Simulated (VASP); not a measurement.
# HgTe (Coloradoite) (F-43m) in VASP: a series of runs

Aim: see how the results for HgTe (Coloradoite) move with the level of theory and the settings. Levels: RPBE+D3(BJ), LDA. Tasks: relaxation of cell and atoms, single point.

Program: VASP 6.6.1. These are calculated values, not measurements. Logs are shortened: lines on timing, memory, paths and dates and some standing lists are left out, and cuts for length are marked.

## 1. The cell of the first run

It takes space group F-43m (No. 216, cubic). The conventional cell has a = 6.429 Å, b = 6.429 Å, c = 6.429 Å, α = 90.00°, β = 90.00°, γ = 90.00°. Within 3.7 Å of Hg (site symmetry -43m) lie 4 Te at 2.78 Å. Te (site symmetry -43m) has 4 Hg at 2.78 Å within 3.7 Å.

## 2. Relaxation of cell and atoms, RPBE+D3(BJ)

The input, INCAR:

```
ALGO = Normal
EDIFF = 1E-7
EDIFFG = -0.005
ENCUT = 600
GGA = RP
IBRION = 2
ISIF = 3
ISMEAR = -1
IVDW = 12
LASPH = T
LCHARG = F
LREAL = F
LWAVE = F
NELM = 80
NSW = 80
PREC = Accurate
SIGMA = 0.05
```

The input, KPOINTS:

```
k-points
0
Gamma
  7 7 7
```

The input, POSCAR:

```
HgTe
1.0
    0.0000000000      3.2145000000      3.2145000000
    3.2145000000      0.0000000000      3.2145000000
    3.2145000000      3.2145000000      0.0000000000
Hg Te
1 1
Direct
    0.0000000000      0.0000000000      0.0000000000
    0.7500000000      0.7500000000      0.7500000000
```

Potentials or basis: VASP PAW PBE potentials, release 64 (Hg, Te).

Launch:

```bash
> cat potpaw_PBE.64/Hg/POTCAR potpaw_PBE.64/Te/POTCAR > POTCAR
> mpirun -np 1 vasp_std > vasp.out
```

OUTCAR:

```text
EDIFF = 1E-7
   EDIFFG = -0.005
   ENCUT = 600
   GGA = RP
   IBRION = 2
   ISIF = 3
   ISMEAR = -1
   IVDW = 12
   LASPH = T
   LREAL = F
   NELM = 80
   NSW = 80
   PREC = Accurate
 IVDW          = 12

 ion  position               nearest neighbor table
   1  0.000  0.000  0.000-   2 2.78   2 2.78   2 2.78   2 2.78
   2  0.750  0.750  0.750-   1 2.78   1 2.78   1 2.78   1 2.78

  LATTYP: Found a face centered cubic cell.
 ALAT       =     6.4290000000

  Lattice vectors:

 A1 = (   0.0000000000,   3.2145000000,   3.2145000000)
 A2 = (   3.2145000000,   0.0000000000,   3.2145000000)
 A3 = (   3.2145000000,   3.2145000000,   0.0000000000)

Analysis of symmetry for initial positions (statically):
=====================================================================
 Subroutine PRICEL returns:
 Original cell was already a primitive cell.

 Routine SETGRP: Setting up the symmetry group for a
 face centered cubic supercell.

 Subroutine GETGRP returns: Found 24 space group operations
 (whereof 24 operations were pure point group operations)
 out of a pool of 48 trial point group operations.

The static configuration has the point symmetry T_d .

Analysis of symmetry for dynamics (positions and initial velocities):
=====================================================================
 Subroutine PRICEL returns:
 Original cell was already a primitive cell.

 Routine SETGRP: Setting up the symmetry group for a
 face centered cubic supercell.

 Subroutine GETGRP returns: Found 24 space group operations
 (whereof 24 operations were pure point group operations)
 out of a pool of 48 trial point group operations.

The dynamic configuration has the point symmetry T_d .

 Subroutine INISYM returns: Found 24 space group operations
 (whereof 24 operations are pure point group operations),
 and found     1 'primitive' translations

----------------------------------------------------------------------------------------

                                     Primitive cell

  volume of cell :      66.4309

  direct lattice vectors                    reciprocal lattice vectors
     0.000000000  3.214500000  3.214500000    -0.155545186  0.155545186  0.155545186
     3.214500000  0.000000000  3.214500000     0.155545186 -0.155545186  0.155545186
     3.214500000  3.214500000  0.000000000     0.155545186  0.155545186 -0.155545186

  length of vectors
     4.545989496  4.545989496  4.545989496     0.269412165  0.269412165  0.269412165

  position of ions in fractional coordinates (direct lattice)
     0.000000000  0.000000000  0.000000000
     0.750000000  0.750000000  0.750000000

  ion indices of the primitive-cell ions
   primitive index   ion index
                 1           1
                 2           2

----------------------------------------------------------------------------------------

 KPOINTS: k-points

Automatic generation of k-mesh.
 Grid dimensions read from file:
 generate k-points for:    7    7    7

 Generating k-lattice:

  Cartesian coordinates                     Fractional coordinates (reciprocal lattice)
    -0.022220741  0.022220741  0.022220741     0.142857143  0.000000000  0.000000000
     0.022220741 -0.022220741  0.022220741     0.000000000  0.142857143  0.000000000
     0.022220741  0.022220741 -0.022220741     0.000000000  0.000000000  0.142857143

  Length of vectors
     0.038487452  0.038487452  0.038487452

  Shift w.r.t. Gamma in fractional coordinates (k-lattice)
     0.000000000  0.000000000  0.000000000

 Subroutine IBZKPT returns following result:
 ===========================================

 Found     20 irreducible k-points:

 Following reciprocal coordinates:
            Coordinates               Weight
  0.000000  0.000000  0.000000      1.000000
  0.142857  0.000000  0.000000      8.000000
  0.285714  0.000000  0.000000      8.000000
  0.428571  0.000000  0.000000      8.000000
  0.142857  0.142857  0.000000      6.000000
  0.285714  0.142857  0.000000     24.000000
[... 12 lines left out ...]
 -0.428571  0.428571  0.142857     24.000000
 -0.285714  0.428571  0.142857     24.000000
   k-points           NKPTS =     20   k-points in BZ     NKDIM =     20   number of bands    NBANDS=     13
   number of dos      NEDOS =    301   number of ions     NIONS =      2
   total plane-waves  NPLWV =  46656
   dimension x,y,z NGX =    36 NGY =   36 NGZ =   36
   dimension x,y,z NGXF=    72 NGYF=   72 NGZF=   72
   ions per type =               1   1
   NGX,Y,Z   is equivalent  to a cutoff of  13.17, 13.17, 13.17 a.u.
   NGXF,Y,Z  is equivalent  to a cutoff of  26.33, 26.33, 26.33 a.u.
 SYSTEM =  unknown system
   PREC   = accura    normal or accurate (medium, high low for compatibility)
   ISTART =      0    job   : 0-new  1-cont  2-samecut
   ICHARG =      2    charge: 1-file 2-atom 10-const
   ISPIN  =      1    spin polarized calculation?
   LNONCOLLINEAR =      F non collinear calculations
   LSORBIT =      F    spin-orbit coupling
   LASPH  =      T    aspherical Exc in radial PAW
   ENCUT  =  600.0 eV  44.10 Ry    6.64 a.u.   9.08  9.08  9.08*2*pi/ulx,y,z
   NELM   =     80;   NELMIN=  2; NELMDL= -5     # of ELM steps
   EDIFF  = 0.1E-06   stopping-criterion for ELM
   LREAL  =      F    real-space projection
   EDIFFG = -.5E-02   stopping-criterion for IOM
   NSW    =     80    number of steps for IOM
   IBRION =      2    ionic relax: 0-MD 1-quasi-New 2-CG
   NFREE  =      1    steps in history (QN), initial steepest desc. (CG)
   ISIF   =      3    stress and relaxation
   ISYM   =      2    0-nonsym 1-usesym 2-fastsym
   POTIM  = 0.5000    time-step for ionic-motion
   TEBEG  =    0.0;   TEEND  =   0.0 temperature during run
   PSTRESS=    0.0 pullay stress
   NELECT =      18.0000    total number of electrons
   NUPDOWN=      -1.0000    fix difference up-down
   EMIN   =  10.00;   EMAX   =-10.00  energy-range for DOS
   EFERMI =   0.00;   METHOD = LEGACY
   ISMEAR =    -1;   SIGMA  =   0.05  broadening in eV -4-tet -1-fermi 0-gaus
   EFERMI_NEDOS =   21; number of points for ismear=-14 and -15
   IALGO  =     38    algorithm
   IMIX   =      4    mixing-type and parameters
     AMIX     =   0.40;   BMIX     =  1.00
     AMIX_MAG =   1.60;   BMIX_MAG =  1.00
  volume/ion in A,a.u.               =      33.22       224.15
  Fermi-wavevector in a.u.,A,eV,Ry     =   1.059357  2.001894 15.268958  1.122237
  Thomas-Fermi vector in A             =   2.194699
   LORBIT       =      0    0 simple, 1 ext, 2 COOP (PROOUT), +10 PAW based schemes
   GGA     = RP    functional components
   LHFCALC =     F    Hartree Fock is set to
   AEXX    =    0.0000 exact exchange contribution
   IVDW    =    12    specifies the selected vdW correction
   LEPSILON=     F    determine dielectric tensor
   LRPA    =     F    only Hartree local field effects (RPA)
 conjugate gradient relaxation of ions
 non-spin polarized calculation
  energy-cutoff  :      600.00
  volume of cell :       66.43
 maximum number of plane-waves:      2239
   NGX = 19   NGY = 19   NGZ = 19

--------------------------------------- Ionic step        1  -------------------------------------------

 number of electron      18.0000000 magnetization

 Free energy of the ion-electron system (eV)
  ---------------------------------------------------
  ext. energy  EPLUGINS =         0.00000000
  ---------------------------------------------------
  free energy    TOTEN  =        -2.78228088 eV

  energy without entropy =       -2.78159011  energy(sigma->0) =       -2.78193549

------------------------ aborting loop because EDIFF is reached ----------------------------------------

 Edisp (eV)   -3.22016

 E8    (eV) :    -2.1091

  FORCE on cell =-STRESS in cart. coord.  units (eV):
  Direction    XX          YY          ZZ          XY          YZ          ZX
  --------------------------------------------------------------------------------------
  -------------------------------------------------------------------------------------
  Total      -1.19069    -1.19069    -1.19069     0.00000     0.00000    -0.00000
  in kB     -28.71702   -28.71702   -28.71702     0.00000     0.00000    -0.00000
  external pressure =      -28.72 kB  Pullay stress =        0.00 kB

 VOLUME and BASIS-vectors are now :
 -----------------------------------------------------------------------------
  energy-cutoff  :      600.00
  volume of cell :       66.43
      direct lattice vectors                 reciprocal lattice vectors
     0.000000000  3.214500000  3.214500000    -0.155545186  0.155545186  0.155545186
     3.214500000  0.000000000  3.214500000     0.155545186 -0.155545186  0.155545186
     3.214500000  3.214500000  0.000000000     0.155545186  0.155545186 -0.155545186
[... 41 lines left out ...]
 POSITION                                       TOTAL-FORCE (eV/Angst)
 -----------------------------------------------------------------------------------
      0.00000      0.00000      0.00000        -0.000000     -0.000000     -0.000000
      4.68326      4.68326      4.68326         0.000000      0.000000      0.000000
 -----------------------------------------------------------------------------------
    total drift:                                0.000000      0.000000      0.000000

  FREE ENERGIE OF THE ION-ELECTRON SYSTEM (eV)
  ---------------------------------------------------
  free  energy   TOTEN  =        -6.0272609078 eV

  energy  without entropy=       -6.0266433027  energy(sigma->0) =       -6.02695211

--------------------------------------- Ionic step        3  -------------------------------------------

 number of electron      18.0000001 magnetization

 Free energy of the ion-electron system (eV)
  ---------------------------------------------------
  ext. energy  EPLUGINS =         0.00000000
  ---------------------------------------------------
  free energy    TOTEN  =        -2.59220581 eV

  energy without entropy =       -2.59156773  energy(sigma->0) =       -2.59188677

 E-fermi :   4.0698     XC(G=0):  -8.8849

 val. band max:        4.0318522766   @ k =   0.0000   0.0000   0.0000
 cond. band min:       4.8430365551   @ k =   0.4286   0.0000   0.0000
 fundamental gap:      0.8111842785
 Fermi energy:         4.0698105596

 k-point     1 :       0.0000    0.0000    0.0000
  band No.  band energies     occupation
      1      -8.4850      2.00000
      2      -3.7943      2.00000
      3      -3.7943      2.00000
      4      -3.7943      2.00000
      5      -3.1744      2.00000
      6      -3.1744      2.00000
      7       3.5935      1.99985
      8       4.0319      1.36235
      9       4.0319      1.36235
     10       4.0319      1.36235
     11       8.1530      0.00000
     12       8.1530      0.00000
     13       8.1530      0.00000

 k-point     2 :       0.1429    0.0000    0.0000
  band No.  band energies     occupation
      1      -8.3708      2.00000
      2      -3.7623      2.00000
      3      -3.7623      2.00000
      4      -3.7550      2.00000
      5      -3.1777      2.00000
      6      -3.1777      2.00000
      7       1.9695      2.00000
      8       3.7711      1.99492
      9       3.7711      1.99492
     10       4.9158      0.00000
     11       8.2596      0.00000
[... 314 lines left out ...]
 POSITION                                       TOTAL-FORCE (eV/Angst)
 -----------------------------------------------------------------------------------
      0.00000      0.00000      0.00000         0.000000      0.000000      0.000000
      4.73032      4.73032      4.73032        -0.000000     -0.000000     -0.000000
 -----------------------------------------------------------------------------------
    total drift:                                0.000000      0.000000      0.000000

  FREE ENERGIE OF THE ION-ELECTRON SYSTEM (eV)
  ---------------------------------------------------
  free  energy   TOTEN  =        -6.0376243056 eV

  energy  without entropy=       -6.0369862279  energy(sigma->0) =       -6.03730527

 reached required accuracy - stopping structural energy minimisation
```

Run time: 51 s. Hardware: 1 thread of Intel Xeon Platinum 8375C at 2.90GHz (Ice Lake), shared host; peak memory 0.22 GiB.

Results:

```
Free energy                            : -6.0376 eV
Relaxed volume                         : 31.36 Å³/atom
Relaxed cell                           : a = 4.460 Å, b = 4.460 Å, c = 4.460 Å, α = 60.00°, β = 60.00°, γ = 60.00°
Space group after relaxing (to 0.05 Å) : F-43m (No. 216)
Energy gained by relaxing              : 17.6 meV/atom
Ionic steps                            : 3
Pressure after relaxing                : 0.0 GPa
Band gap on the k mesh                 : zero (filled and empty bands touch)
Dispersion energy per atom             : -1.723 eV
```

Step by step:
```tsv
step	energy change (eV)	largest force (eV/Å)	pressure (GPa)	volume (Å³)
1	0.0000	0.0000	-2.87	66.43
2	-0.0248	0.0000	1.85	60.87
3	-0.0352	0.0000	0.00	62.72
```

Final structure:
```
Hg Te
1.0
     0.00000    3.15354    3.15354
     3.15354    0.00000    3.15354
     3.15354    3.15354    0.00000
Hg Te
1 1
Direct
  0.00000 0.00000 0.00000
  0.75000 0.75000 0.75000
```

Caveat: the PAW data sets were made with another functional, which shifts forces and pressure a little; spin-orbit coupling is left out, which moves the levels of the heavy elements; pairwise dispersion overbinds metals, which lowers pressure and volume.

## 3. Single point, LDA, non-collinear spin, zero start, spin-orbit coupling

The input, INCAR:

```
PREC = Accurate ; ENCUT = 520
EDIFF = 1E-7 ; ISMEAR = -1
SIGMA = 0.05 ; LREAL = F
LASPH = T ; NELM = 150
ALGO = Normal ; ISIF = 2
LWAVE = F ; LCHARG = T
LNONCOLLINEAR = T ; MAGMOM = 0 0 0 0 0 0
LORBIT = 11 ; LSORBIT = T
GGA_COMPAT = F ; LORBMOM = T
GGA = CA ; LVHAR = T
NBANDS = 30
```

The input, KPOINTS:

```
Automatic mesh
0
Gamma
  5 5 5
```

POSCAR is that of step 2.

Potentials or basis: VASP PAW LDA potentials, release 64 (Hg, Te).

Launch:

```bash
> cat potpaw_LDA.64/Hg/POTCAR potpaw_LDA.64/Te/POTCAR > POTCAR
> mpirun -np 1 vasp_ncl > vasp.out
```

It took 86 s on 1 thread of Intel Xeon Platinum 8375C at 2.90GHz (Ice Lake), shared host; peak memory 0.3 GiB.

Results (log left out):

- Free energy: -5.4204 eV
- Pressure: 0.3 GPa
- Net moment: 0.00 μB per cell
- Valence electrons inside the program's atomic spheres: Hg 10.56; Te 3.39

Moments on the atoms (μB; x, y, z):
```
Hg  0.00 0.00 0.00
Te  0.00 0.00 0.00
```
